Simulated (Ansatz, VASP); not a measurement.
# Two plane-wave programs on SiC

The input INCAR:

```
ALGO = Normal
EDIFF = 1E-6
ENCUT = 520
GGA = PE
ISIF = 2
ISMEAR = 0
LASPH = T
LCHARG = T
LELF = T
LREAL = F
LVHAR = T
LWAVE = F
NBANDS = 11
NELM = 100
PREC = Accurate
SIGMA = 0.05
```

Contents of KPOINTS:

```
k-points
0
Gamma
  12 12 12
```

The input POSCAR:

```
SiC
1.0
    0.0000000000      2.2532394043      2.2532394043
    2.2532394043      0.0000000000      2.2532394043
    2.2293550666      2.2293550666      0.0238843377
Si C
1 1
Direct
    0.0000000000      0.0000000000      0.0000000000
    0.7500000000      0.7500000000      0.7500000000
```

Input for Ansatz:

```yaml
crystal:
  lattice:
    - [0.0, 2.2532394043, 2.2532394043]
    - [2.2532394043, 0.0, 2.2532394043]
    - [2.2293550666, 2.2293550666, 0.0238843377]
  atoms:
    - { symbol: Si, position: [0.0, 0.0, 0.0] }
    - { symbol: C, position: [0.75, 0.75, 0.75] }
basis:
  ecutwfc: 520.0
kpoints:
  mp_grid: { grid: [12, 12, 12] }
hamiltonian:
  xc: pbe
scf:
  occupations: { method: gaussian, width: 0.05 }
output:
  forces: true
  stress: true
  eigenvalues: true
```

Alike in both runs: task single point; functional PBE; k mesh 12 × 12 × 12; occupations gaussian, width 0.05 eV; no spin polarisation.

|  | VASP | Ansatz |
| --- | --- | --- |
| version | VASP 6.6.1 | Ansatz 0.2.0 |
| potentials or method | VASP PAW PBE potentials, release 64 (Si, C), cutoff 520 eV | scalar-relativistic, plane waves, PAW |
| valence electrons in the cell | 8 | 8 |

VASP gave:

| Property | Result |
| --- | --- |
| gap on the k mesh at the Fermi level (eV) | 1.38 |
| least direct gap on the mesh (eV) | 4.37 |
| pressure (GPa) | -12.8 |
| traceless stress, the component that is largest in VASP (GPa) | 2.36 |
| rms of the force components (eV/Å) | 0.052 |

Estimate Ansatz's values.

gap on the k mesh at the Fermi level (eV): 1.38; least direct gap on the mesh (eV): 4.37; pressure (GPa): -12.8; traceless stress, the component that is largest in VASP (GPa): 2.35; rms of the force components (eV/Å): 0.052.

Atom by atom the forces differ by 0.000 eV/Å (rms over components). The functional is the same, so the differences come from potentials, cutoffs and numerics.
